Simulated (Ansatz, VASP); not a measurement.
One calculation of Zn, two programs

The input INCAR:

```
  PREC = Accurate
  ENCUT = 520
  EDIFF = 1E-7
  ISMEAR = 0
  SIGMA = 0.05
  LREAL = F
  LASPH = T
  NELM = 100
  ALGO = Fast
  ISIF = 2
  LWAVE = F
  LCHARG = F
  GGA = PS
  NBANDS = 12
```

File KPOINTS:

```
Automatic mesh
0
Gamma
  12 12 12
```

The input POSCAR:

```
Zn
1.0
   -1.5690370000      1.5690370000      1.5690370000
    1.5690370000     -1.5690370000      1.5690370000
    1.5690370000      1.5690370000     -1.5690370000
Zn
1
Direct
    0.0000000000      0.0000000000      0.0000000000
```

File input.yaml:

```yaml
crystal:
  lattice:
    - [-1.569037, 1.569037, 1.569037]
    - [1.569037, -1.569037, 1.569037]
    - [1.569037, 1.569037, -1.569037]
  atoms:
    - { symbol: Zn, position: [0.0, 0.0, 0.0] }
kpoints:
  mp_grid: { grid: [12, 12, 12] }
scf:
  occupations: { method: gaussian, width: 0.05 }
hamiltonian:
  xc: pbesol
  pseudopotentials: { kind: all_electron, lapw: { basis_error: 0.001 } }
output:
  forces: true
  stress: true
  eigenvalues: true
```

Alike in both runs: task single point; functional PBEsol; k mesh 12 × 12 × 12; occupations gaussian, width 0.05 eV; no spin polarisation.

|  | VASP | Ansatz |
| --- | --- | --- |
| version | VASP 6.6.1 | Ansatz 0.2.0 |
| potentials or method | VASP PAW PBE potentials, release 64 (Zn), cutoff 520 eV | all-electron LAPW, scalar-relativistic |

|  | VASP | Ansatz | Ansatz less VASP |
| --- | --- | --- | --- |
| gap on the k mesh at the Fermi level (eV) | none | none | - |
| pressure (GPa) | -4.8 | -5.1 | -0.30 |

VASP's potentials were made for PBE, not for PBEsol. A gap of «none» marks a metal or a gap that the smearing closes. Ansatz ran all-electron here, and VASP with PAW potentials.
